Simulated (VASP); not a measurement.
# ZnSb3 (I4/mmm) in VASP: single point with PBE

Aim: the single point of ZnSb3 with PBE.

Program: VASP 6.6.1. These are calculated values, not measurements. Logs are shortened: lines on timing, memory, paths and dates and some standing lists are left out, and cuts for length are marked.

## Step 1: The cell of the first run

Symmetry: I4/mmm, No. 139, tetragonal system. Conventional cell: a = 4.445 Å, b = 4.445 Å, c = 9.929 Å, α = 90.00°, β = 90.00°, γ = 90.00°. Within 4.1 Å of Zn (site symmetry 4/mmm) lie 12 Sb at 3.14 to 3.33 Å. Within 4.1 Å of Sb (site symmetry 4/mmm) lie 4 Zn at 3.14 Å and 8 Sb at 3.33 Å. Sb (site symmetry -4m2) has 8 Sb at 3.14 to 3.33 Å and 4 Zn at 3.33 Å within 4.1 Å.

## Step 2: Single point, PBE

The input, INCAR:

```
PREC = Accurate
ENCUT = 520
EDIFF = 1E-7
ISMEAR = 0
SIGMA = 0.1
LREAL = F
LASPH = T
NELM = 60
ALGO = Normal
ISIF = 2
LWAVE = F
LCHARG = F
GGA = PE
NBANDS = 22
```

The input, KPOINTS:

```
Automatic mesh
0
Gamma
  6 6 6
```

The input, POSCAR:

```
ZnSb3
1.0
   -2.2224724914      2.2224724914      4.9644840067
    2.2224724914     -2.2224724914      4.9644840067
    2.2224724914      2.2224724914     -4.9644840067
Zn Sb
1 3
Direct
    0.0000000000      0.0000000000      0.0000000000
    0.5000000000      0.5000000000      0.0000000000
    0.2500000000      0.7500000000      0.5000000000
    0.7500000000      0.2500000000      0.5000000000
```

Potentials or basis: VASP PAW PBE potentials, release 64 (Zn, Sb).

Launch:

```
> cat potpaw_PBE.64/Zn/POTCAR potpaw_PBE.64/Sb/POTCAR > POTCAR
> mpirun -np 1 vasp_std > vasp.out
```

OUTCAR:

```text
PREC = Accurate
   ENCUT = 520
   EDIFF = 1E-7
   ISMEAR = 0
   LREAL = F
   LASPH = T
   NELM = 60
   ISIF = 2
   GGA = PE

 ion  position               nearest neighbor table
   1  0.000  0.000  0.000-   2 3.14   2 3.14   2 3.14   2 3.14   4 3.33   3 3.33   4 3.33   3 3.33
                             4 3.33   4 3.33   3 3.33   3 3.33
   2  0.500  0.500  0.000-   1 3.14   1 3.14   1 3.14   1 3.14   4 3.33   3 3.33   4 3.33   4 3.33
                             3 3.33   3 3.33   4 3.33   3 3.33
   3  0.250  0.750  0.500-   4 3.14   4 3.14   4 3.14   4 3.14   2 3.33   1 3.33   2 3.33   2 3.33
                             1 3.33   1 3.33   2 3.33   1 3.33
   4  0.750  0.250  0.500-   3 3.14   3 3.14   3 3.14   3 3.14   2 3.33   1 3.33   2 3.33   1 3.33
                             2 3.33   2 3.33   1 3.33   1 3.33

  LATTYP: Found a body centered tetragonal cell.
 ALAT       =     4.4449449828
 C/A-ratio  =     2.2337662337

  Lattice vectors:

 A1 = (  -2.2224724914,   2.2224724914,   4.9644840067)
 A2 = (   2.2224724914,  -2.2224724914,   4.9644840067)
 A3 = (   2.2224724914,   2.2224724914,  -4.9644840067)

Analysis of symmetry for initial positions (statically):
=====================================================================
 Subroutine PRICEL returns:
 Original cell was already a primitive cell.

 Routine SETGRP: Setting up the symmetry group for a
 body centered tetragonal supercell.

 Subroutine GETGRP returns: Found 16 space group operations
 (whereof 16 operations were pure point group operations)
 out of a pool of 16 trial point group operations.

The static configuration has the point symmetry D_4h.

Analysis of symmetry for dynamics (positions and initial velocities):
=====================================================================
 Subroutine PRICEL returns:
 Original cell was already a primitive cell.

 Routine SETGRP: Setting up the symmetry group for a
 body centered tetragonal supercell.

 Subroutine GETGRP returns: Found 16 space group operations
 (whereof 16 operations were pure point group operations)
 out of a pool of 16 trial point group operations.

The dynamic configuration has the point symmetry D_4h.

 Subroutine INISYM returns: Found 16 space group operations
 (whereof 16 operations are pure point group operations),
 and found     1 'primitive' translations

----------------------------------------------------------------------------------------

[... 90 lines left out ...]
   ISPIN  =      1    spin polarized calculation?
   LNONCOLLINEAR =      F non collinear calculations
   LSORBIT =      F    spin-orbit coupling
   LASPH  =      T    aspherical Exc in radial PAW
   ENCUT  =  520.0 eV  38.22 Ry    6.18 a.u.  10.93 10.93 10.93*2*pi/ulx,y,z
   NELM   =     60;   NELMIN=  2; NELMDL= -5     # of ELM steps
   EDIFF  = 0.1E-06   stopping-criterion for ELM
   LREAL  =      F    real-space projection
   EDIFFG = 0.1E-05   stopping-criterion for IOM
   NSW    =      0    number of steps for IOM
   IBRION =     -1    ionic relax: 0-MD 1-quasi-New 2-CG
   NFREE  =      0    steps in history (QN), initial steepest desc. (CG)
   ISIF   =      2    stress and relaxation
   ISYM   =      2    0-nonsym 1-usesym 2-fastsym
   POTIM  = 0.5000    time-step for ionic-motion
   TEBEG  =    0.0;   TEEND  =   0.0 temperature during run
   PSTRESS=    0.0 pullay stress
   NELECT =      27.0000    total number of electrons
   NUPDOWN=      -1.0000    fix difference up-down
   EMIN   =  10.00;   EMAX   =-10.00  energy-range for DOS
   EFERMI =   0.00;   METHOD = LEGACY
   ISMEAR =     0;   SIGMA  =   0.10  broadening in eV -4-tet -1-fermi 0-gaus
   EFERMI_NEDOS =   21; number of points for ismear=-14 and -15
   IALGO  =     38    algorithm
   IMIX   =      4    mixing-type and parameters
     AMIX     =   0.40;   BMIX     =  1.00
     AMIX_MAG =   1.60;   BMIX_MAG =  1.00
  volume/ion in A,a.u.               =      24.52       165.48
  Fermi-wavevector in a.u.,A,eV,Ry     =   1.064945  2.012454 15.430470  1.134108
  Thomas-Fermi vector in A             =   2.200480
   LORBIT       =      0    0 simple, 1 ext, 2 COOP (PROOUT), +10 PAW based schemes
   GGA     = PE    functional components
   LHFCALC =     F    Hartree Fock is set to
   AEXX    =    0.0000 exact exchange contribution
   IVDW    =     0    specifies the selected vdW correction
   LEPSILON=     F    determine dielectric tensor
   LRPA    =     F    only Hartree local field effects (RPA)
 non-spin polarized calculation
 Gauss-broadening in eV      SIGMA  =   0.10
  energy-cutoff  :      520.00
  volume of cell :       98.09
 maximum number of plane-waves:      2714
 NGX is ok and might be reduce to    48
   NGX = 21   NGY = 21   NGZ = 21

 number of electron      27.0000003 magnetization

 Free energy of the ion-electron system (eV)
  ---------------------------------------------------
  ext. energy  EPLUGINS =         0.00000000
  ---------------------------------------------------
  free energy    TOTEN  =       -12.38919790 eV

  energy without entropy =      -12.37598859  energy(sigma->0) =      -12.38259324

 E-fermi :   7.5265     XC(G=0): -10.3315

 val. band max:        7.4888127918   @ k =   0.3333   0.0000  -0.0000
 cond. band min:       7.5367167180   @ k =  -0.3333   0.3333   0.3333
 fundamental gap:      0.0479039262
 Fermi energy:         7.5265325695

 k-point     1 :       0.0000    0.0000    0.0000
  band No.  band energies     occupation
      1      -5.3018      2.00000
      2      -0.6506      2.00000
      3       0.4247      2.00000
      4       0.4364      2.00000
      5       0.4364      2.00000
      6       0.4762      2.00000
[... 589 lines left out ...]
     21      13.3443      0.00000
     22      14.0572      0.00000

 [... further k-points ...]
[... 5 lines left out ...]
  --------------------------------------------------------------------------------------
  -------------------------------------------------------------------------------------
  Total        1.5743171      1.5743171      1.3775621      0.0000000      0.0000000      0.0000000
  in kB       25.7155551     25.7155551     22.5016767      0.0000000      0.0000000      0.0000000
  external PRESSURE =      24.6442623 kB  Pullay stress =       0.0000000 kB

 VOLUME and BASIS-vectors are now :
 -----------------------------------------------------------------------------
  energy-cutoff  :      520.00
  volume of cell :       98.09
      direct lattice vectors                 reciprocal lattice vectors
    -2.222472491  2.222472491  4.964484007     0.000000000  0.224974663  0.100715402
     2.222472491 -2.222472491  4.964484007     0.224974663  0.000000000  0.100715402
     2.222472491  2.222472491 -4.964484007     0.224974663  0.224974663  0.000000000

 POSITION                                       TOTAL-FORCE (eV/Angst)
 -----------------------------------------------------------------------------------
      0.00000      0.00000      0.00000        -0.000000     -0.000000     -0.000000
      0.00000      0.00000      4.96448        -0.000000     -0.000000     -0.000000
      2.22247     -0.00000      2.48224         0.000000     -0.000000     -0.000000
     -0.00000      2.22247      2.48224         0.000000      0.000000      0.000000
 -----------------------------------------------------------------------------------
    total drift:                                0.000000     -0.000000     -0.000000

  FREE ENERGIE OF THE ION-ELECTRON SYSTEM (eV)
  ---------------------------------------------------
  free  energy   TOTEN  =       -12.3891978983 eV

  energy  without entropy=      -12.3759885853  energy(sigma->0) =      -12.38259324
```

stdout:

```text
POSCAR found type information on POSCAR ZnSb
 POSCAR found :  2 types and       4 ions
 scaLAPACK will be used
 LDA part: xc-table for (Slater+PW92), standard interpolation
 POSCAR, INCAR and KPOINTS ok, starting setup
 FFT: planning ... GRIDC
 FFT: planning ... GRID_SOFT
 FFT: planning ... GRID
 WAVECAR not read
 entering main loop
```

It took 74 s on 1 thread of AMD EPYC 7R13 (Zen 3), shared host; peak memory 0.32 GiB.

Results:

```yaml
Free_energy: -12.3892 eV
Pressure: 2.5 GPa
```

Caveat: spin-orbit coupling is left out, which moves the levels of the heavy elements.
